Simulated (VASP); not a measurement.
Sb2W: single point with PBE

The system is Sb2W.

```xyz
3
Lattice="3.4720 0.0000 0.0000 -1.7360 3.0068 0.0000 0.0000 0.0000 6.9579" Properties=species:S:1:pos:R:3 pbc="T T T"
W     0.0000    0.0000    0.0000
Sb    0.0000    2.0045    1.9266
Sb    1.7360    1.0023    5.0313
```

This cell differs from its parent crystal: volume scaled by 1.040.

* Program: VASP 6.6.1
* Task: single point
* Functional: PBE
* Potentials or basis: VASP PAW PBE potentials, release 64 (W_sv, Sb)
* Cutoff: 520 eV
* k mesh: 12 × 12 × 6
* Occupations: gaussian, width 0.05 eV
* Spin: no spin polarisation
* Dipole correction: no
* Further INCAR settings: ALGO = Normal; EDIFF = 1e-06; NBANDS = 19

```json
{
  "Pressure": "-1.6 GPa",
  "Largest force": "0.010 eV/Å",
  "Band gap on the k mesh": "zero (band 12 reaches 8.40 eV, above the bottom of band 13 at 8.20 eV)"
}
```

Forces in eV/Å, atoms in the order of the input:
```
W    0.000  0.000  0.000
Sb   0.000  0.000  0.010
Sb   0.000  0.000 -0.010
```

Levels at points of the mesh, in eV from the Fermi level:
```
           k point  band 8  band 9  band 10  band 11  band 12  band 13  band 14  band 15  band 16  band 17
(0.00, 0.00, 0.00)   -1.46   -1.46    -1.28     0.06     0.06     0.75     3.96     3.96     5.37     5.37
(0.50, 0.00, 0.00)   -3.92   -3.07    -2.09    -1.60    -0.70     0.78     1.65     1.76     2.80     5.22
(0.00, 0.00, 0.50)   -3.13   -1.44    -1.44     0.06     0.06     0.45     3.57     3.57     6.02     6.02
(0.50, 0.00, 0.50)   -4.67   -3.06    -1.75    -1.70    -0.14     1.44     1.76     2.33     3.55     3.85
```

Wall time 2.3 min on 1 thread of Intel Xeon 6975P-C, with other jobs on the host, peak memory 0.29 GiB.

Caveat: spin-orbit coupling is left out, which moves the levels of the heavy elements.
